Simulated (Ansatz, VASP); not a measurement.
One calculation of GaP, two programs

INCAR

```
SYSTEM = GaP
ALGO = Normal
EDIFF = 1E-7
ENCUT = 520
GGA = PE
ISIF = 2
ISMEAR = 0
LASPH = .True.
LCHARG = .True.
LELF = .True.
LREAL = Auto
LVHAR = .True.
LWAVE = .False.
NBANDS = 86
NELM = 60
PREC = Accurate
SIGMA = 0.01
```

The input KPOINTS:

```
k-points
0
Gamma
  3 3 3
  0 0 0
```

Contents of POSCAR:

```
GaP
1.0
    0.0000000000      5.5051169776     -5.5051169776
    5.5051169776      5.5051169776      0.0000000000
    5.5051169776      0.0000000000     -5.5051169776
Ga P
8 8
Direct
    0.5000000000      0.5000000000      0.0000000000
    0.5000000000      0.0000000000      0.0000000000
    1.0000000000      0.5000000000      0.0000000000
    1.0000000000      0.0000000000      0.0000000000
    0.5000000000      0.5000000000      0.5000000000
    0.5000000000      0.0000000000      0.5000000000
    1.0000000000      0.5000000000      0.5000000000
    1.0000000000      0.0000000000      0.5000000000
    0.3750000000      0.3750000000      0.3750000000
    0.3750000000      0.8750000000      0.3750000000
    0.8750000000      0.3750000000      0.3750000000
    0.8750000000      0.8750000000      0.3750000000
    0.3750000000      0.3750000000      0.8750000000
    0.3750000000      0.8750000000      0.8750000000
    0.8750000000      0.3750000000      0.8750000000
    0.8750000000      0.8750000000      0.8750000000
```

Input for Ansatz:

```yaml
crystal:
  lattice:
    - [0.0, 5.5051169764, -5.5051169764]
    - [5.5051169764, 5.5051169764, 0.0]
    - [5.5051169764, 0.0, -5.5051169764]
  atoms:
    - { symbol: Ga, position: [0.5, 0.5, 0.0] }
    - { symbol: Ga, position: [0.5, 0.0, 0.0] }
    - { symbol: Ga, position: [1.0, 0.5, 0.0] }
    - { symbol: Ga, position: [1.0, 0.0, 0.0] }
    - { symbol: Ga, position: [0.5, 0.5, 0.5] }
    - { symbol: Ga, position: [0.5, 0.0, 0.5] }
    - { symbol: Ga, position: [1.0, 0.5, 0.5] }
    - { symbol: Ga, position: [1.0, 0.0, 0.5] }
    - { symbol: P, position: [0.375, 0.375, 0.375] }
    - { symbol: P, position: [0.375, 0.875, 0.375] }
    - { symbol: P, position: [0.875, 0.375, 0.375] }
    - { symbol: P, position: [0.875, 0.875, 0.375] }
    - { symbol: P, position: [0.375, 0.375, 0.875] }
    - { symbol: P, position: [0.375, 0.875, 0.875] }
    - { symbol: P, position: [0.875, 0.375, 0.875] }
    - { symbol: P, position: [0.875, 0.875, 0.875] }
basis:
  ecutwfc: 420
  xc_grid: 2
kpoints:
  mp_grid: { grid: [3, 3, 3], shift: [0.0, 0.0, 0.0] }
hamiltonian:
  xc: pbe
scf:
  occupations: { method: gaussian, width: 0.01 }
output:
  forces: true
  stress: true
  eigenvalues: true
  write_density: true
  write_potential: true
  elf: true
  volumetric_format: npy
```

Alike in both runs: task single point; functional PBE; k mesh 3 × 3 × 3; occupations gaussian, width 0.01 eV; no spin polarisation.

|  | VASP | Ansatz |
| --- | --- | --- |
| version | VASP 6.6.1 | Ansatz 0.2.0 |
| potentials or method | VASP PAW PBE potentials, release 64 (Ga_d, P), cutoff 520 eV | scalar-relativistic, plane waves, PAW |
| valence electrons in the cell | 144 | 144 |

|  | VASP | Ansatz | Ansatz less VASP |
| --- | --- | --- | --- |
| gap on the k mesh at the Fermi level (eV) | 1.58 | 1.58 | +0.003 |
| least direct gap on the mesh (eV) | 1.58 | 1.58 | +0.003 |
| pressure (GPa) | 0.1 | 0.1 | -0.01 |
